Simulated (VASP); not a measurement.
**MnZn: single point with LDA**

MnZn:

```
Mn Zn
1.0
     3.07000    0.00000    0.00000
     0.00000    3.07000    0.00000
     0.00000    0.00000    3.07000
Mn Zn
1 1
Direct
  0.00000 0.00000 0.00000
  0.50000 0.50000 0.50000
```

```
Program             : VASP 6.6.1
Task                : single point
Functional          : LDA
Potentials or basis : VASP PAW LDA potentials, release 64 (Mn_pv, Zn)
Cutoff              : 520 eV
k mesh              : 12 × 12 × 12
Occupations         : fermi-dirac, width 0.03 eV
Spin                : collinear spin, ferromagnetic start
Starting moments    : [4.0, 0.0] μB
```

```yaml
Pressure: -17.8 GPa
Band_gap_on_the_k_mesh: zero (filled and empty bands overlap)
Net_moment: 2.97 μB per cell
Site_moments: Mn +2.96; Zn -0.06 μB
Valence_electrons_inside_the_program's_atomic_spheres: Mn 11.54; Zn 10.85
```

Levels at points of the mesh, in eV from the Fermi level:
Spin up:
| k point | band 12 | band 13 | band 14 | band 15 | band 16 | band 17 |
| --- | --- | --- | --- | --- | --- | --- |
| (0.00, 0.00, 0.00) | -1.11 | -1.11 | -1.11 | 6.14 | 6.14 | 6.14 |
| (0.50, 0.00, 0.00) | -1.91 | -1.91 | -1.16 | -0.09 | 11.21 | 11.21 |
| (0.50, 0.50, 0.00) | -1.41 | -1.24 | -1.24 | -0.62 | 2.75 | 3.62 |
| (0.50, 0.50, 0.50) | -0.59 | -0.59 | 2.74 | 4.73 | 4.73 | 4.73 |
Spin down:
```tsv
k point	band 8	band 9	band 10	band 11	band 12	band 13	band 14	band 15
(0.00, 0.00, 0.00)	-6.90	-6.90	-0.42	-0.42	1.54	1.54	1.54	6.43
(0.50, 0.00, 0.00)	-6.85	-4.69	-4.49	-0.34	0.43	0.43	1.51	2.24
(0.50, 0.50, 0.00)	-6.67	-3.27	-0.99	-0.99	-0.30	1.07	1.07	1.92
(0.50, 0.50, 0.50)	-6.66	-1.86	-1.86	-1.86	1.96	1.96	2.69	5.24
```

It took 2.4 min on 1 thread of AMD EPYC 7R43 64-Core Processor (Zen 3), with other jobs on the host, peak memory 0.17 GiB.
